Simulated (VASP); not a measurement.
# GaP (R-3m) in VASP: further runs, part 2 of 2

VASP 6.6.1. Earlier steps stand in the parts before.

### Step 4. Single point, r2SCAN

File POSCAR:

```
GaP
1.0
    1.9430151755      1.1218003346      6.4308101003
   -1.9430151755      1.1218003346      6.4308101003
    0.0000000000     -2.2436006692      6.4308101003
Ga P
2 2
Direct
    0.4353720000      0.4353720000      0.4353720000
    0.5646280000      0.5646280000      0.5646280000
    0.0573890000      0.0573890000      0.0573890000
    0.9426110000      0.9426110000      0.9426110000
```

File INCAR.step1:

```
ALGO = Normal
EDIFF = 1E-4
ENCUT = 520
GGA = PE
ISMEAR = 0
LASPH = True
LCHARG = False
LREAL = False
LWAVE = True
NBANDS = 26
NELM = 80
PREC = Accurate
SIGMA = 0.02
```

File INCAR.step2:

```
ALGO = Normal
EDIFF = 1E-6
ENCUT = 520
ISIF = 2
ISMEAR = 0
ISTART = 1
LASPH = True
LCHARG = False
LMIXTAU = True
LREAL = False
LWAVE = False
METAGGA = R2SCAN
NBANDS = 26
NELM = 80
PREC = Accurate
SIGMA = 0.02
```

File KPOINTS:

```
k-points
0
Gamma
  12 12 12
```

Potentials or basis: VASP PAW PBE potentials, release 64 (Ga_d, P).

Started as:

```
$ cat potpaw_PBE.64/Ga_d/POTCAR potpaw_PBE.64/P/POTCAR > POTCAR
$ cp INCAR.step1 INCAR
$ mpirun -np 1 vasp_std > vasp.out
$ cp INCAR.step2 INCAR
$ mpirun -np 1 vasp_std > vasp.out
```

OUTCAR:

```text
EDIFF = 1E-6
   ENCUT = 520
   ISIF = 2
   ISMEAR = 0
   ISTART = 1
   LASPH = True
   LREAL = False
   METAGGA = R2SCAN
   NELM = 80
   PREC = Accurate

 ion  position               nearest neighbor table
   1  0.435  0.435  0.435-   3 2.40   3 2.40   3 2.40   2 2.49
   2  0.565  0.565  0.565-   4 2.40   4 2.40   4 2.40   1 2.49
   3  0.057  0.057  0.057-   4 2.21   1 2.40   1 2.40   1 2.40
   4  0.943  0.943  0.943-   3 2.21   2 2.40   2 2.40   2 2.40

  LATTYP: Found a trigonal (rhomboedric) cell.
 ALAT       =     6.8109516596
 COS(alpha) =     0.8372328403

  Lattice vectors:

 A1 = (   1.9430151755,   1.1218003346,   6.4308101003)
 A2 = (  -1.9430151755,   1.1218003346,   6.4308101003)
 A3 = (   0.0000000000,  -2.2436006692,   6.4308101003)

Analysis of symmetry for initial positions (statically):
=====================================================================
 Subroutine PRICEL returns:
 Original cell was already a primitive cell.

 Routine SETGRP: Setting up the symmetry group for a
 trigonal (rhombohedral) supercell.
[... 169 lines left out ...]

  energy without entropy =      -42.30865856  energy(sigma->0) =      -42.30865856

 E-fermi :   4.5794     XC(G=0): -10.3696

 val. band max:        4.4370084034   @ k =   0.0000   0.0000   0.0000
 cond. band min:       5.5167942270   @ k =   0.5000   0.5000   0.0000
 fundamental gap:      1.0797858236
 Fermi energy:         4.5793593705

 k-point     1 :       0.0000    0.0000    0.0000
  band No.  band energies     occupation
      1     -10.7495      2.00000
      2     -10.6214      2.00000
      3     -10.6214      2.00000
      4     -10.6064      2.00000
      5     -10.6064      2.00000
      6     -10.5463      2.00000
[... 685 lines left out ...]
     25      12.0410      0.00000
     26      12.7263      0.00000

 [... further k-points ...]

------------------------ aborting loop because EDIFF is reached ----------------------------------------

  FORCE on cell =-STRESS in cart. coord.  units (eV):
  Direction    XX          YY          ZZ          XY          YZ          ZX
  --------------------------------------------------------------------------------------
  -------------------------------------------------------------------------------------
  Total       -1.2816338     -1.2816338     -1.3039124      0.0000000      0.0000000      0.0000000
  in kB      -24.4155132    -24.4155132    -24.8399271      0.0000000      0.0000000      0.0000000
  external PRESSURE =     -24.5569845 kB  Pullay stress =       0.0000000 kB

 VOLUME and BASIS-vectors are now :
 -----------------------------------------------------------------------------
  energy-cutoff  :      520.00
  volume of cell :       84.10
      direct lattice vectors                 reciprocal lattice vectors
     1.943015176  1.121800335  6.430810100     0.257332010  0.148570705  0.051833801
    -1.943015176  1.121800335  6.430810100    -0.257332010  0.148570705  0.051833801
     0.000000000 -2.243600669  6.430810100     0.000000000 -0.297141410  0.051833801

 POSITION                                       TOTAL-FORCE (eV/Angst)
 -----------------------------------------------------------------------------------
      0.00000      0.00000      8.39938         0.000000      0.000000      0.062395
      0.00000      0.00000     10.89305         0.000000     -0.000000     -0.062395
      0.00000      0.00000      1.10717         0.000000      0.000000     -0.010013
      0.00000      0.00000     18.18526         0.000000      0.000000      0.010013
 -----------------------------------------------------------------------------------
    total drift:                                0.000000      0.000000      0.000000

  FREE ENERGIE OF THE ION-ELECTRON SYSTEM (eV)
  ---------------------------------------------------
  free  energy   TOTEN  =       -42.3086585557 eV

  energy  without entropy=      -42.3086585557  energy(sigma->0) =      -42.30865856
```

Run time: 40 min. Hardware: 1 thread of Intel Xeon 6975P-C (Granite Rapids), shared host; peak memory 0.67 GiB.

What came out:

```yaml
Free_energy: -42.3087 eV
Pressure: -2.5 GPa
Largest_force: 0.062 eV/Å
Band_gap_on_the_k_mesh: 1.08 eV (least direct gap 1.48 eV)
```

Forces on the atoms (eV/Å):
```
Ga   0.000  0.000  0.062
Ga   0.000  0.000 -0.062
P    0.000  0.000 -0.010
P    0.000  0.000  0.010
```

Caveat: the PAW data sets were made with another functional, which shifts forces and pressure a little. A k mesh can miss the band edges.

### Step 5. Single point, LDA

File INCAR:

```
SYSTEM = GaP
ALGO = Normal ; EDIFF = 1E-6
ENCUT = 520 ; ISIF = 2
ISMEAR = 0 ; LASPH = .TRUE.
LCHARG = .TRUE. ; LELF = .TRUE.
LREAL = .FALSE. ; LVHAR = .TRUE.
LWAVE = .FALSE. ; NBANDS = 26
NELM = 60 ; PREC = Accurate
SIGMA = 0.02
```

File KPOINTS:

```
k-points
0
G
  12 12 12
  0 0 0
```

POSCAR is that of step 4.

Potentials or basis: VASP PAW LDA potentials, release 64 (Ga_d, P).

Started as:

```
$ cat potpaw_LDA.64/Ga_d/POTCAR potpaw_LDA.64/P/POTCAR > POTCAR
$ mpirun -np 1 vasp_std > vasp.out
```

It took 11 min on 1 thread of AMD EPYC 9R45 (Zen 5), shared host; peak memory 0.5 GiB.

The run converged. Its results:

```
Free energy            : -20.3217 eV
Pressure               : -4.7 GPa
Largest force          : 0.087 eV/Å
Band gap on the k mesh : 0.72 eV (least direct gap 0.96 eV)
```

Forces in eV/Å, atoms in the order of the input:
```
Ga   0.000  0.000  0.052
Ga   0.000  0.000 -0.052
P    0.000  0.000  0.087
P    0.000  0.000 -0.087
```

Stress tensor (GPa, compression positive):
```
-4.78  0.00  0.00
 0.00 -4.78  0.00
 0.00  0.00 -4.59
```

Levels at points of the mesh, in eV from the valence-band top:
```tsv
k point	band 15	band 16	band 17	band 18	band 19	band 20	band 21	band 22
(0.00, 0.00, 0.00)	-1.79	-0.28	0.00	0.00	0.97	1.33	2.69	3.59
(0.50, 0.00, 0.00)	-4.47	-2.83	-2.72	-1.75	1.50	2.61	3.54	4.38
(0.50, 0.50, 0.00)	-3.79	-3.10	-1.21	-0.52	0.72	1.36	1.39	3.95
(0.50, 0.50, 0.50)	-1.70	-1.70	-0.26	-0.26	0.97	2.24	3.78	3.78
```

Caveat: the cell stands under tension; semilocal functionals underestimate gaps, and a narrow one can read as zero.

### Step 6. Single point, PBEsol

File INCAR:

```
PREC = Accurate
ENCUT = 520
EDIFF = 1E-6
ISMEAR = 0
SIGMA = 0.02
LREAL = F
LASPH = T
NELM = 100
ALGO = Normal
ISIF = 2
LWAVE = F
LCHARG = F
GGA = PS
NBANDS = 26
```

File KPOINTS:

```
Automatic mesh
0
Gamma
  12 12 12
```

POSCAR is that of step 5.

Potentials or basis: VASP PAW PBE potentials, release 64 (Ga_d, P).

Started as:

```
$ cat potpaw_PBE.64/Ga_d/POTCAR potpaw_PBE.64/P/POTCAR > POTCAR
$ mpirun -np 1 vasp_std > vasp.out
```

OUTCAR:

```text
PREC = Accurate
   ENCUT = 520
   EDIFF = 1E-6
   ISMEAR = 0
   LREAL = F
   LASPH = T
   NELM = 100
   ISIF = 2
   GGA = PS

 ion  position               nearest neighbor table
   1  0.435  0.435  0.435-   3 2.40   3 2.40   3 2.40   2 2.49
   2  0.565  0.565  0.565-   4 2.40   4 2.40   4 2.40   1 2.49
   3  0.057  0.057  0.057-   4 2.21   1 2.40   1 2.40   1 2.40
   4  0.943  0.943  0.943-   3 2.21   2 2.40   2 2.40   2 2.40

  LATTYP: Found a trigonal (rhomboedric) cell.
 ALAT       =     6.8109516596
[... 887 lines left out ...]
     25      11.5984      0.00000
     26      12.2076      0.00000

 [... further k-points ...]
[... 5 lines left out ...]
  --------------------------------------------------------------------------------------
  -------------------------------------------------------------------------------------
  Total       -1.5598073     -1.5598073     -1.3667318      0.0000000      0.0000000      0.0000000
  in kB      -29.7148025    -29.7148025    -26.0366551      0.0000000      0.0000000      0.0000000
  external PRESSURE =     -28.4887534 kB  Pullay stress =       0.0000000 kB

 VOLUME and BASIS-vectors are now :
 -----------------------------------------------------------------------------
  energy-cutoff  :      520.00
  volume of cell :       84.10
      direct lattice vectors                 reciprocal lattice vectors
     1.943015176  1.121800335  6.430810100     0.257332010  0.148570705  0.051833801
    -1.943015176  1.121800335  6.430810100    -0.257332010  0.148570705  0.051833801
     0.000000000 -2.243600669  6.430810100     0.000000000 -0.297141410  0.051833801

 POSITION                                       TOTAL-FORCE (eV/Angst)
 -----------------------------------------------------------------------------------
      0.00000      0.00000      8.39938         0.000000      0.000000      0.047799
      0.00000      0.00000     10.89305         0.000000     -0.000000     -0.047799
      0.00000      0.00000      1.10717         0.000000      0.000000      0.083915
      0.00000      0.00000     18.18526         0.000000     -0.000000     -0.083915
 -----------------------------------------------------------------------------------
    total drift:                                0.000000      0.000000      0.000000

  FREE ENERGIE OF THE ION-ELECTRON SYSTEM (eV)
  ---------------------------------------------------
  free  energy   TOTEN  =       -19.3027005520 eV

  energy  without entropy=      -19.3027005520  energy(sigma->0) =      -19.30270055
```

stdout:

```text
POSCAR found type information on POSCAR GaP
 POSCAR found :  2 types and       4 ions
 scaLAPACK will be used
 -----------------------------------------------------------------------------
|                                                                             |
|                                                                             |
|     You enforced a specific xc type in the INCAR file but a different       |
|     I HOPE YOU KNOW WHAT YOU ARE DOING!                                     |
|                                                                             |
 -----------------------------------------------------------------------------

 LDA part: xc-table for (Slater+PW92), standard interpolation
 POSCAR, INCAR and KPOINTS ok, starting setup
 FFT: planning ... GRIDC
 FFT: planning ... GRID_SOFT
 FFT: planning ... GRID
 WAVECAR not read
 entering main loop
```

Run time: 10 min. Hardware: 1 thread of AMD EPYC 9R45 (Zen 5), shared host; peak memory 0.58 GiB.

Results:

| Property | Result |
| --- | --- |
| Free energy | -19.3027 eV |
| Pressure | -2.8 GPa |
| Largest force | 0.084 eV/Å |
| Band gap on the k mesh | 0.74 eV (least direct gap 1.01 eV) |

Forces in eV/Å, atoms in the order of the input:
```
Ga   0.000  0.000  0.048
Ga   0.000  0.000 -0.048
P    0.000  0.000  0.084
P    0.000  0.000 -0.084
```

Levels at points of the mesh, in eV from the valence-band top:
```tsv
k point	band 15	band 16	band 17	band 18	band 19	band 20	band 21	band 22
(0.00, 0.00, 0.00)	-1.80	-0.26	0.00	0.00	1.03	1.45	2.71	3.62
(0.50, 0.00, 0.00)	-4.49	-2.85	-2.70	-1.75	1.53	2.63	3.57	4.39
(0.50, 0.50, 0.00)	-3.80	-3.11	-1.22	-0.51	0.74	1.38	1.45	3.96
(0.50, 0.50, 0.50)	-1.71	-1.71	-0.25	-0.25	1.03	2.30	3.80	3.80
```

Caveat: semilocal functionals underestimate gaps, and a narrow one can read as zero; the PAW data sets were made with another functional, which shifts forces and pressure a little. A k mesh can miss the band edges.

### Step 7. The runs side by side

| level | potentials or basis | smearing | gap on the mesh (eV) | pressure (GPa) | largest force (eV/Å) |
| --- | --- | --- | --- | --- | --- |
| PBE | VASP PAW PBE potentials, release 64 (Ga_d, P) | methfessel-paxton 0.09 eV | 0.84 | 0.0 | 0.06 |
| PBE | VASP PAW PBE potentials, release 64 (Ga_d, P) | methfessel-paxton 0.18 eV | 0.84 | 0.0 | 0.06 |
| r2SCAN | VASP PAW PBE potentials, release 64 (Ga_d, P) | gaussian 0.02 eV | 1.08 | -2.5 | 0.06 |
| LDA | VASP PAW LDA potentials, release 64 (Ga_d, P) | gaussian 0.02 eV | 0.72 | -4.7 | 0.09 |
| PBEsol | VASP PAW PBE potentials, release 64 (Ga_d, P) | gaussian 0.02 eV | 0.74 | -2.8 | 0.08 |

Alike in all rows: task single point; no spin polarisation; cell as given; k mesh 12 × 12 × 12; cutoff (eV) 520.

Caveats: the PAW data sets were made with another functional, which shifts forces and pressure a little (at least some runs); semilocal functionals underestimate gaps, and a narrow one can read as zero (at least some runs); the cell stands under tension (at least some runs).

Absolute energies hang on the potentials; compare differences alone.
